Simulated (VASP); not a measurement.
Wanted: the native input for a VASP 6.6.1 run.

```yaml
Task: single point
Functional: r2SCAN
Potentials_or_basis: VASP PAW PBE potentials, release 64 (Hf_pv)
Cutoff: 520 eV
k_mesh: 20 × 20 × 20
Occupations: gaussian, width 0.15 eV
Spin: no spin polarisation
Dipole_correction: no
Further_INCAR_settings: ALGO = Normal; EDIFF = 1e-06; NBANDS = 11
```

Crystal: Hf.

```
CELL_PARAMETERS angstrom
0.00000 2.41169 1.88112
2.41169 0.00000 1.88112
2.41169 2.41169 0.00000
ATOMIC_POSITIONS crystal
Hf 0.00000 0.00000 0.00000
```

This cell differs from its parent crystal: ratio of the length along z to the lengths across it x 0.78, volume and fractional coordinates fixed.

The input as run:

POSCAR

```
Hf
1.0
    0.0000000000      2.4116897647      1.8811180165
    2.4116897647      0.0000000000      1.8811180165
    2.4116897647      2.4116897647      0.0000000000
Hf
1
Direct
    0.0000000000      0.0000000000      0.0000000000
```

INCAR.step1

```
SYSTEM = Hf
PREC     = Accurate       ! precision mode
ENCUT    = 520            ! plane-wave cutoff, eV
ISMEAR   = 0              ! smearing method
SIGMA    = 0.15           ! smearing width, eV
LREAL    = .False.        ! projectors in reciprocal space
LASPH    = .True.         ! aspherical terms in the spheres
NELM     = 80             ! most SCF steps
NBANDS   = 11             ! bands
GGA      = PE             ! functional
ALGO     = Normal         ! electronic algorithm
EDIFF    = 1E-4           ! SCF threshold, eV
LWAVE    = .True.         ! write WAVECAR
LCHARG   = .False.        ! write CHGCAR
```

INCAR.step2

```
SYSTEM = Hf
PREC     = Accurate       ! precision mode
ENCUT    = 520            ! plane-wave cutoff, eV
EDIFF    = 1E-6           ! SCF threshold, eV
ISMEAR   = 0              ! smearing method
SIGMA    = 0.15           ! smearing width, eV
LREAL    = .False.        ! projectors in reciprocal space
LASPH    = .True.         ! aspherical terms in the spheres
NELM     = 80             ! most SCF steps
ALGO     = Normal         ! electronic algorithm
ISIF     = 2              ! what is computed and relaxed
LWAVE    = .False.        ! write WAVECAR
LCHARG   = .False.        ! write CHGCAR
METAGGA  = R2SCAN         ! meta-GGA
LMIXTAU  = .True.       
NBANDS   = 11             ! bands
ISTART   = 1
```

KPOINTS

```
Automatic mesh
0
Gamma
  20 20 20
  0 0 0
```

Potentials or basis: VASP PAW PBE potentials, release 64 (Hf_pv).

Launch:

```sh
$ cat potpaw_PBE.64/Hf_pv/POTCAR > POTCAR
$ cp INCAR.step1 INCAR
$ mpirun -np 1 vasp_std > vasp.out
$ cp INCAR.step2 INCAR
$ mpirun -np 1 vasp_std > vasp.out
```

Results of the run:

```yaml
Pressure: 1.5 GPa
Band_gap_on_the_k_mesh: zero (band 5 reaches 6.29 eV, above the bottom of band 6 at 3.92 eV)
```

Caveat: the PAW data sets were made with another functional, which shifts forces and pressure a little; spin-orbit coupling is left out, which moves the levels of the heavy elements.

Run time: 4.6 min on 1 thread of Intel Xeon 6975P-C, on a shared host, peak memory 0.28 GiB.
